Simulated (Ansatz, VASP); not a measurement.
**AlN: VASP beside Ansatz**

The input INCAR:

```
SYSTEM = AlN
  PREC = Accurate
  ENCUT = 520
  EDIFF = 1E-6
  ISMEAR = 0
  SIGMA = 0.05
  LREAL = .FALSE.
  LASPH = .TRUE.
  NELM = 60
  ALGO = Normal
  ISIF = 2
  LWAVE = .FALSE.
  LCHARG = .FALSE.
  GGA = PS
  NBANDS = 26
```

File KPOINTS:

```
Automatic mesh
0
G
  6 6 6
  0 0 0
```

Contents of POSCAR:

```
AlN
1.0
    4.3771405283      0.0000000000      0.0000000000
    0.0000000000     -4.3771405283      0.0000000000
    0.0000000000      0.0000000000     -4.3771405283
Al N
4 4
Direct
   -0.0610641494      0.0575718322     -0.0610641494
    0.5000000000      0.5000000000      0.0000000000
    0.5000000000      0.0000000000      0.5000000000
    0.0000000000      0.5000000000      0.5000000000
    0.7500000000      0.7500000000      0.7500000000
    0.2500000000      0.2500000000      0.7500000000
    0.2500000000      0.7500000000      0.2500000000
    0.7500000000      0.2500000000      0.2500000000
```

Input for Ansatz:

```yaml
crystal:
  lattice:
    - [4.3771405283, 0.0, 0.0]
    - [0.0, -4.3771405283, 0.0]
    - [0.0, 0.0, -4.3771405283]
  atoms:
    - { symbol: Al, position: [-0.0610641494, 0.0575718322, -0.0610641494] }
    - { symbol: Al, position: [0.5, 0.5, 0.0] }
    - { symbol: Al, position: [0.5, 0.0, 0.5] }
    - { symbol: Al, position: [0.0, 0.5, 0.5] }
    - { symbol: "N", position: [0.75, 0.75, 0.75] }
    - { symbol: "N", position: [0.25, 0.25, 0.75] }
    - { symbol: "N", position: [0.25, 0.75, 0.25] }
    - { symbol: "N", position: [0.75, 0.25, 0.25] }
basis:
  ecutwfc: 420
kpoints:
  mp_grid: { grid: [6, 6, 6] }
hamiltonian:
  xc: pbesol
  pseudopotentials: { kind: paw, azcp: { folder: soft_1 } }
scf:
  occupations: { method: gaussian, width: 0.05 }
output:
  forces: true
  stress: true
  eigenvalues: true
  write_density: true
  write_potential: true
  elf: true
  volumetric_format: npy
```

Alike in both runs: task single point; functional PBEsol; k mesh 6 × 6 × 6; occupations gaussian, width 0.05 eV; no spin polarisation.

|  | VASP | Ansatz |
| --- | --- | --- |
| version | VASP 6.6.1 | Ansatz 0.2.0 |
| potentials or method | VASP PAW PBE potentials, release 64 (Al, N), cutoff 520 eV | scalar-relativistic, plane waves, PAW |
| valence electrons in the cell | 32 | 32 |

|  | VASP | Ansatz | Ansatz less VASP |
| --- | --- | --- | --- |
| gap on the k mesh at the Fermi level (eV) | 0.47 | 0.48 | +0.007 |
| least direct gap on the mesh (eV) | 0.54 | 0.54 | +0.007 |
| pressure (GPa) | 3.9 | 3.8 | -0.07 |
| traceless stress, the component that is largest in VASP (GPa) | -1.31 | -1.26 | +0.043 |
| rms of the force components (eV/Å) | 1.392 | 1.390 | -0.0024 |

VASP's potentials were made for PBE, not for PBEsol, and Ansatz warns of the same on its side. Atom by atom the forces differ by 0.008 eV/Å (rms over components).
